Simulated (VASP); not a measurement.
Input of a VASP 6.6.1 run:

File INCAR:

```
SYSTEM = AlNi
PREC = Accurate
ENCUT = 520
EDIFF = 1E-6
ISMEAR = -1
SIGMA = 0.08
LREAL = .False.
LASPH = .True.
NELM = 60
ALGO = Normal
ISIF = 2
LWAVE = .False.
LCHARG = .False.
GGA = PE
NBANDS = 21
```

KPOINTS

```
Automatic mesh
0
Gamma
  11 11 7
  0 0 0
```

POSCAR

```
AlNi
1.0
    3.2611954935      0.0000000000      0.0000000000
   -1.6305977467      2.8242781440      0.0000000000
    0.0000000000      0.0000000000      4.8677740464
Ni Al
2 2
Direct
    0.0000000000      0.0000000000      0.0000000000
    0.0000000000      0.0000000000      0.5000000000
    0.3333333333      0.6666666667      0.2500000000
    0.6666666667      0.3333333333      0.7500000000
```

Potentials or basis: VASP PAW PBE potentials, release 64 (Ni, Al).

Run with:

```console
$ cat potpaw_PBE.64/Ni/POTCAR potpaw_PBE.64/Al/POTCAR > POTCAR
$ mpirun -np 1 vasp_std > vasp.out
```

Q: Predict the band gap on the k mesh.

A: Zero (band 13 reaches 14.06 eV, above the bottom of band 14 at 9.15 eV).

Q: Estimate the pressure.

A: 45.8 GPa.

Stress tensor (GPa, compression positive):
```
45.73  0.00  0.00
 0.00 45.73  0.00
 0.00  0.00 45.94
```

Spin polarisation is off, so any magnetic state and its effect on volume and gap are missing.
